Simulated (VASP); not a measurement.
# Si (Fmmm) in VASP: notebook

Runs on Si. Level: PBE. Tasks: single point.

Program: VASP 6.6.1. These are calculated values, not measurements. Logs are shortened: lines on timing, memory, paths and dates and some standing lists are left out, and cuts for length are marked.

## (1) The cell of the first run

Symmetry: Fmmm, No. 69, orthorhombic system. Conventional cell: a = 4.683 Å, b = 8.947 Å, c = 10.932 Å, α = 90.00°, β = 90.00°, γ = 90.00°. Si (site symmetry m2m) has 5 Si at 2.26 to 2.28 Å within 3.0 Å. Within 3.0 Å of Si (site symmetry 2) lie 5 Si at 2.26 to 2.34 Å.

The cell was generated, and may not be a known phase.

## (2) Single point, PBE

Contents of INCAR:

```
SYSTEM = Si
PREC = Accurate
ENCUT = 520
EDIFF = 1E-6
ISMEAR = 0
SIGMA = 0.1
LREAL = .FALSE.
LASPH = .TRUE.
NELM = 80
ALGO = Normal
ISIF = 2
LWAVE = .FALSE.
LCHARG = .FALSE.
GGA = PE
NBANDS = 21
```

Contents of KPOINTS:

```
regular mesh
0
G
  4 4 4
  0 0 0
```

Contents of POSCAR:

```
Si
1.0
    0.0000000000      4.4736161100      5.4658047600
    2.3417248400      0.0000000000      5.4658047600
    2.3417248400      4.4736161100      0.0000000000
Si
6
Direct
    0.8727657700      0.1272342300      0.8727657700
    0.1272342300      0.8727657700      0.1272342300
    0.8541378600      0.8541378600      0.6458621400
    0.6458621400      0.6458621400      0.8541378600
    0.1458621400      0.1458621400      0.3541378600
    0.3541378600      0.3541378600      0.1458621400
```

Potentials or basis: VASP PAW PBE potentials, release 64 (Si).

Launch:

```console
$ cat potpaw_PBE.64/Si/POTCAR > POTCAR
$ mpirun -np 1 vasp_std > vasp.out
```

OUTCAR:

```text
SYSTEM = Si
   PREC = Accurate
   ENCUT = 520
   EDIFF = 1E-6
   ISMEAR = 0
   LREAL = .FALSE.
   LASPH = .TRUE.
   NELM = 80
   ISIF = 2
   GGA = PE

 ion  position               nearest neighbor table
   1  0.873  0.127  0.873-   4 2.26   3 2.26   5 2.26   6 2.26   2 2.28
   2  0.127  0.873  0.127-   6 2.26   3 2.26   5 2.26   4 2.26   1 2.28
   3  0.854  0.854  0.646-   1 2.26   2 2.26   4 2.28   6 2.34   6 2.34
   4  0.646  0.646  0.854-   1 2.26   2 2.26   3 2.28   5 2.34   5 2.34
   5  0.146  0.146  0.354-   1 2.26   2 2.26   6 2.28   4 2.34   4 2.34
   6  0.354  0.354  0.146-   2 2.26   1 2.26   5 2.28   3 2.34   3 2.34

  LATTYP: Found a face centered orthorhombic cell.
 ALAT       =     4.6834496800
 B/A-ratio  =     1.9103935841
 C/A-ratio  =     2.3340935137

  Lattice vectors:

 A1 = (   0.0000000000,   4.4736161100,   5.4658047600)
 A2 = (   2.3417248400,   0.0000000000,   5.4658047600)
 A3 = (   2.3417248400,   4.4736161100,   0.0000000000)

Analysis of symmetry for initial positions (statically):
=====================================================================
 Subroutine PRICEL returns:
 Original cell was already a primitive cell.

 Routine SETGRP: Setting up the symmetry group for a
 face centered orthorhombic supercell.

 Subroutine GETGRP returns: Found  8 space group operations
 (whereof  8 operations were pure point group operations)
 out of a pool of  8 trial point group operations.

The static configuration has the point symmetry D_2h.

Analysis of symmetry for dynamics (positions and initial velocities):
=====================================================================
 Subroutine PRICEL returns:
 Original cell was already a primitive cell.

 Routine SETGRP: Setting up the symmetry group for a
 face centered orthorhombic supercell.

 Subroutine GETGRP returns: Found  8 space group operations
 (whereof  8 operations were pure point group operations)
 out of a pool of  8 trial point group operations.

The dynamic configuration has the point symmetry D_2h.

 Subroutine INISYM returns: Found  8 space group operations
 (whereof  8 operations are pure point group operations),
 and found     1 'primitive' translations

----------------------------------------------------------------------------------------

                                     Primitive cell

  volume of cell :     114.5193

  direct lattice vectors                    reciprocal lattice vectors
     0.000000000  4.473616110  5.465804760    -0.213517827  0.111766407  0.091477838
     2.341724840  0.000000000  5.465804760     0.213517827 -0.111766407  0.091477838
     2.341724840  4.473616110  0.000000000     0.213517827  0.111766407 -0.091477838

  length of vectors
     7.063162378  5.946317928  5.049447131     0.257778562  0.257778562  0.257778562

  position of ions in fractional coordinates (direct lattice)
     0.872765770  0.127234230  0.872765770
     0.127234230  0.872765770  0.127234230
     0.854137860  0.854137860  0.645862140
     0.645862140  0.645862140  0.854137860
     0.145862140  0.145862140  0.354137860
     0.354137860  0.354137860  0.145862140

  ion indices of the primitive-cell ions
   primitive index   ion index
                 1           1
                 2           2
                 3           3
                 4           4
                 5           5
                 6           6

----------------------------------------------------------------------------------------

 KPOINTS: regular mesh

Automatic generation of k-mesh.
 Grid dimensions read from file:
 generate k-points for:    4    4    4

 Generating k-lattice:

  Cartesian coordinates                     Fractional coordinates (reciprocal lattice)
    -0.053379457  0.027941602  0.022869459     0.250000000 -0.000000000 -0.000000000
     0.053379457 -0.027941602  0.022869459     0.000000000  0.250000000  0.000000000
     0.053379457  0.027941602 -0.022869459     0.000000000  0.000000000  0.250000000

  Length of vectors
     0.064444641  0.064444641  0.064444641

  Shift w.r.t. Gamma in fractional coordinates (k-lattice)
     0.000000000  0.000000000  0.000000000

 Subroutine IBZKPT returns following result:
 ===========================================

 Found     18 irreducible k-points:

 Following reciprocal coordinates:
            Coordinates               Weight
  0.000000  0.000000  0.000000      1.000000
  0.250000  0.000000  0.000000      8.000000
  0.500000  0.000000  0.000000      4.000000
  0.250000  0.250000  0.000000      2.000000
  0.500000  0.250000  0.000000      8.000000
 -0.250000  0.250000  0.000000      4.000000
[... 10 lines left out ...]
 -0.250000  0.250000  0.500000      2.000000
  0.000000  0.500000  0.500000      1.000000
   k-points           NKPTS =     18   k-points in BZ     NKDIM =     18   number of bands    NBANDS=     21
   number of dos      NEDOS =    301   number of ions     NIONS =      6
   total plane-waves  NPLWV = 103680
   dimension x,y,z NGX =    54 NGY =   48 NGZ =   40
   dimension x,y,z NGXF=   108 NGYF=   96 NGZF=   80
   ions per type =               6
   NGX,Y,Z   is equivalent  to a cutoff of  12.71, 13.42, 13.17 a.u.
   NGXF,Y,Z  is equivalent  to a cutoff of  25.42, 26.84, 26.34 a.u.
 SYSTEM =  Si
   PREC   = accura    normal or accurate (medium, high low for compatibility)
   ISTART =      0    job   : 0-new  1-cont  2-samecut
   ICHARG =      2    charge: 1-file 2-atom 10-const
   ISPIN  =      1    spin polarized calculation?
   LNONCOLLINEAR =      F non collinear calculations
   LSORBIT =      F    spin-orbit coupling
   LASPH  =      T    aspherical Exc in radial PAW
   ENCUT  =  520.0 eV  38.22 Ry    6.18 a.u.  13.13 11.06  9.39*2*pi/ulx,y,z
   NELM   =     80;   NELMIN=  2; NELMDL= -5     # of ELM steps
   EDIFF  = 0.1E-05   stopping-criterion for ELM
   LREAL  =      F    real-space projection
   EDIFFG = 0.1E-04   stopping-criterion for IOM
   NSW    =      0    number of steps for IOM
   IBRION =     -1    ionic relax: 0-MD 1-quasi-New 2-CG
   NFREE  =      0    steps in history (QN), initial steepest desc. (CG)
   ISIF   =      2    stress and relaxation
   ISYM   =      2    0-nonsym 1-usesym 2-fastsym
   POTIM  = 0.5000    time-step for ionic-motion
   TEBEG  =    0.0;   TEEND  =   0.0 temperature during run
   PSTRESS=    0.0 pullay stress
   NELECT =      24.0000    total number of electrons
   NUPDOWN=      -1.0000    fix difference up-down
   EMIN   =  10.00;   EMAX   =-10.00  energy-range for DOS
   EFERMI =   0.00;   METHOD = LEGACY
   ISMEAR =     0;   SIGMA  =   0.10  broadening in eV -4-tet -1-fermi 0-gaus
   EFERMI_NEDOS =   21; number of points for ismear=-14 and -15
   IALGO  =     38    algorithm
   IMIX   =      4    mixing-type and parameters
     AMIX     =   0.40;   BMIX     =  1.00
     AMIX_MAG =   1.60;   BMIX_MAG =  1.00
  volume/ion in A,a.u.               =      19.09       128.80
  Fermi-wavevector in a.u.,A,eV,Ry     =   0.972417  1.837601 12.865587  0.945594
  Thomas-Fermi vector in A             =   2.102713
   LORBIT       =      0    0 simple, 1 ext, 2 COOP (PROOUT), +10 PAW based schemes
   GGA     = PE    functional components
   LHFCALC =     F    Hartree Fock is set to
   AEXX    =    0.0000 exact exchange contribution
   IVDW    =     0    specifies the selected vdW correction
   LEPSILON=     F    determine dielectric tensor
   LRPA    =     F    only Hartree local field effects (RPA)
 non-spin polarized calculation
 Gauss-broadening in eV      SIGMA  =   0.10
  energy-cutoff  :      520.00
  volume of cell :      114.52
 maximum number of plane-waves:      3136
 NGX is ok and might be reduce to    54
   NGX = 27   NGY = 23   NGZ = 19

 number of electron      24.0000000 magnetization

 Free energy of the ion-electron system (eV)
  ---------------------------------------------------
  ext. energy  EPLUGINS =         0.00000000
  ---------------------------------------------------
  free energy    TOTEN  =       -27.37136869 eV

  energy without entropy =      -27.34804482  energy(sigma->0) =      -27.35970676

 E-fermi :   6.3233     XC(G=0):  -9.3490

 val. band max:        6.2844950738   @ k =   0.5000   0.2500   0.2500
 cond. band min:       6.3406420498   @ k =  -0.2500   0.2500   0.5000
 fundamental gap:      0.0561469760
 Fermi energy:         6.3233423639

 k-point     1 :       0.0000    0.0000    0.0000
  band No.  band energies     occupation
      1      -7.5772      2.00000
      2      -3.2641      2.00000
      3      -2.4517      2.00000
      4      -1.5537      2.00000
      5       0.0797      2.00000
      6       0.3757      2.00000
[... 13 lines left out ...]
     20      10.8274      0.00000
     21      11.1184      0.00000

 k-point     2 :       0.2500    0.0000    0.0000
  band No.  band energies     occupation
      1      -7.0813      2.00000
      2      -3.6060      2.00000
      3      -3.3140      2.00000
      4      -1.9029      2.00000
      5      -1.2733      2.00000
      6       0.5028      2.00000
[... 13 lines left out ...]
     20      11.5340      0.00000
     21      11.7294      0.00000

 k-point     3 :       0.5000    0.0000    0.0000
  band No.  band energies     occupation
      1      -5.8247      2.00000
      2      -5.4061      2.00000
      3      -3.2118      2.00000
      4      -3.1184      2.00000
      5      -0.2901      2.00000
      6       1.1733      2.00000
[... 13 lines left out ...]
     20      11.6973      0.00000
     21      11.8072      0.00000
[... 313 lines left out ...]
 k-point    17 :      -0.2500    0.2500    0.5000
  band No.  band energies     occupation
      1      -6.8983      2.00000
      2      -4.5013      2.00000
      3      -3.5242      2.00000
      4      -0.5630      2.00000
      5      -0.1372      2.00000
      6       0.1024      2.00000
[... 13 lines left out ...]
     20      12.3410      0.00000
     21      12.4585      0.00000

 k-point    18 :       0.0000    0.5000    0.5000
  band No.  band energies     occupation
      1      -6.2940      2.00000
      2      -5.6557      2.00000
      3      -3.5248      2.00000
      4      -0.8300      2.00000
      5       0.3074      2.00000
      6       0.3686      2.00000
[... 13 lines left out ...]
     20      11.7290      0.00000
     21      11.8639      0.00000

------------------------ aborting loop because EDIFF is reached ----------------------------------------

  FORCE on cell =-STRESS in cart. coord.  units (eV):
  Direction    XX          YY          ZZ          XY          YZ          ZX
  --------------------------------------------------------------------------------------
  -------------------------------------------------------------------------------------
  Total       15.1330753      9.0933701     17.7361450      0.0000000      0.0000000      0.0000000
  in kB      211.7186367    127.2204019    248.1367711      0.0000000      0.0000000      0.0000000
  external PRESSURE =     195.6919365 kB  Pullay stress =       0.0000000 kB

 VOLUME and BASIS-vectors are now :
 -----------------------------------------------------------------------------
  energy-cutoff  :      520.00
  volume of cell :      114.52
      direct lattice vectors                 reciprocal lattice vectors
     0.000000000  4.473616110  5.465804760    -0.213517827  0.111766407  0.091477838
     2.341724840  0.000000000  5.465804760     0.213517827 -0.111766407  0.091477838
     2.341724840  4.473616110  0.000000000     0.213517827  0.111766407 -0.091477838

 POSITION                                       TOTAL-FORCE (eV/Angst)
 -----------------------------------------------------------------------------------
      2.34172      7.80884      5.46580         0.000000      2.938942      0.000000
      2.34172      1.13839      5.46580         0.000000     -2.938942      0.000000
      3.51259      6.71042      9.33710         0.000000     -0.000000     -0.479046
      3.51259      6.71042      7.06031         0.000000     -0.000000      0.479046
      1.17086      2.23681      1.59451         0.000000     -0.000000      0.479046
      1.17086      2.23681      3.87130         0.000000     -0.000000     -0.479046
 -----------------------------------------------------------------------------------
    total drift:                                0.000000     -0.000000      0.000000

  FREE ENERGIE OF THE ION-ELECTRON SYSTEM (eV)
  ---------------------------------------------------
  free  energy   TOTEN  =       -27.3713686860 eV

  energy  without entropy=      -27.3480448244  energy(sigma->0) =      -27.35970676
```

It took 54 s on 1 thread of Intel Xeon Platinum 8259CL at 2.50GHz (Skylake/Cascade Lake), shared host; peak memory 0.29 GiB.

What came out:

```yaml
Free_energy: -27.3714 eV
Pressure: 19.6 GPa
Largest_force: 2.939 eV/Å
Band_gap_on_the_k_mesh: zero (bands 12 and 13 overlap by 3.01 eV)
```

Forces on the atoms (eV/Å):
```
Si   0.000  2.939  0.000
Si   0.000 -2.939  0.000
Si   0.000  0.000 -0.479
Si   0.000  0.000  0.479
Si   0.000  0.000  0.479
Si   0.000  0.000 -0.479
```

Stress tensor (GPa, compression positive):
```
21.17  0.00  0.00
 0.00 12.72  0.00
 0.00  0.00 24.81
```

Caveat: the k points lie up to 0.40 Å⁻¹ apart, too coarse for converged energies and pressures of a metal; forces of over 1 eV/Å act on the atoms, so gaps and moduli don't describe the material at rest.

## (3) Single point, PBE

This run uses another cell than the first one, of 23.87 Å³/atom.

INCAR is that of step 2.

Contents of KPOINTS:

```
Automatic mesh
0
G
  10 10 10
  0 0 0
```

Contents of POSCAR:

```
Si
1.0
    0.0000000000      5.1408388431      5.5006210590
    2.5318960656      0.0000000000      5.5006210590
    2.5318960656      5.1408388431      0.0000000000
Si
6
Direct
    0.8867873654      0.1132126346      0.8867873654
    0.1132126346      0.8867873654      0.1132126346
    0.8617934028      0.8617934028      0.6382065972
    0.6382065972      0.6382065972      0.8617934028
    0.1382065972      0.1382065972      0.3617934028
    0.3617934028      0.3617934028      0.1382065972
```

Potentials or basis: VASP PAW PBE potentials, release 64 (Si).

Launch:

```console
$ cat potpaw_PBE.64/Si/POTCAR > POTCAR
$ mpirun -np 1 vasp_std > vasp.out
```

Wall time 8.5 min (1 thread of Intel Xeon Platinum 8259CL at 2.50GHz (Skylake/Cascade Lake), shared host); peak memory 0.57 GiB.

The run converged. Its results:

- Free energy: -29.2495 eV
- Pressure: -0.1 GPa
- Largest force: 0.005 eV/Å
- Band gap on the k mesh: zero (bands 12 and 13 overlap by 1.96 eV)

Forces on the atoms (eV/Å):
```
Si   0.000 -0.005  0.000
Si   0.000  0.005  0.000
Si   0.000  0.000  0.004
Si   0.000  0.000 -0.004
Si   0.000  0.000 -0.004
Si   0.000  0.000  0.004
```

Levels at points of the mesh, in eV from the Fermi level:
| k point | band 10 | band 11 | band 12 | band 13 | band 14 | band 15 |
| --- | --- | --- | --- | --- | --- | --- |
| (0.00, 0.00, 0.00) | -2.27 | -1.48 | 0.24 | 0.76 | 0.98 | 2.07 |
| (0.50, 0.00, 0.00) | -1.77 | -1.32 | 0.24 | 0.85 | 1.51 | 2.07 |
| (0.50, 0.50, 0.00) | -2.50 | -2.08 | -1.93 | -1.15 | 0.68 | 0.89 |
| (0.50, 0.00, 0.50) | -2.41 | -0.88 | 0.25 | 1.30 | 1.38 | 1.92 |
| (0.00, 0.50, 0.50) | -2.21 | -1.75 | -1.67 | -1.22 | 0.64 | 0.66 |

The gap in the log of VASP goes by the Fermi energy; the results here count the filled bands.